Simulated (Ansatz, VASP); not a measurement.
**One calculation of Cu, two programs**

The input INCAR:

```
PREC = Accurate
ENCUT = 520
EDIFF = 1E-6
ISMEAR = 0
SIGMA = 0.15
LREAL = False
LASPH = True
NELM = 100
ALGO = Normal
ISIF = 2
LWAVE = False
LCHARG = False
GGA = PE
NBANDS = 12
```

The input KPOINTS:

```
Automatic mesh
0
Gamma
  24 24 24
```

The input POSCAR:

```
Cu
1.0
   -1.3895612425      1.3895612425      1.4705726629
    1.3895612425     -1.3895612425      1.4705726629
    1.3895612425      1.3895612425     -1.4705726629
Cu
1
Direct
    0.0000000000      0.0000000000      0.0000000000
```

Input for Ansatz:

```yaml
crystal:
  lattice:
    - [-1.3895612425, 1.3895612425, 1.4705726629]
    - [1.3895612425, -1.3895612425, 1.4705726629]
    - [1.3895612425, 1.3895612425, -1.4705726629]
  atoms:
    - { symbol: Cu, position: [0.0, 0.0, 0.0] }
basis:
  ecutwfc: 520.0
kpoints:
  mp_grid: { grid: [24, 24, 24] }
hamiltonian:
  xc: pbe
  pseudopotentials: { kind: paw, azcp: { folder: soft_1 } }
scf:
  occupations: { method: gaussian, width: 0.15 }
output:
  forces: true
  stress: true
  eigenvalues: true
```

Alike in both runs: task single point; functional PBE; k mesh 24 × 24 × 24; occupations gaussian, width 0.15 eV; no spin polarisation.

```csv
,VASP,Ansatz
version,VASP 6.6.1,Ansatz 0.2.0
potentials or method,"VASP PAW PBE potentials, release 64 (Cu), cutoff 520 eV","scalar-relativistic, plane waves, PAW"
valence electrons in the cell,11,19
```

VASP gave:

| Item | Value |
| --- | --- |
| gap on the k mesh at the Fermi level (eV) | none |
| pressure (GPa) | 9.4 |
| traceless stress, the component that is largest in VASP (GPa) | 0.66 |

**Question.** What did Ansatz give for the same quantities?

**Answer.** gap on the k mesh at the Fermi level (eV): none; pressure (GPa): 8.7; traceless stress, the component that is largest in VASP (GPa): 0.65.

A gap of «none» marks a metal or a gap that the smearing closes. VASP's potentials hold 11 valence electrons a cell and Ansatz's 19, so a difference there can come from the potentials and not from the codes.
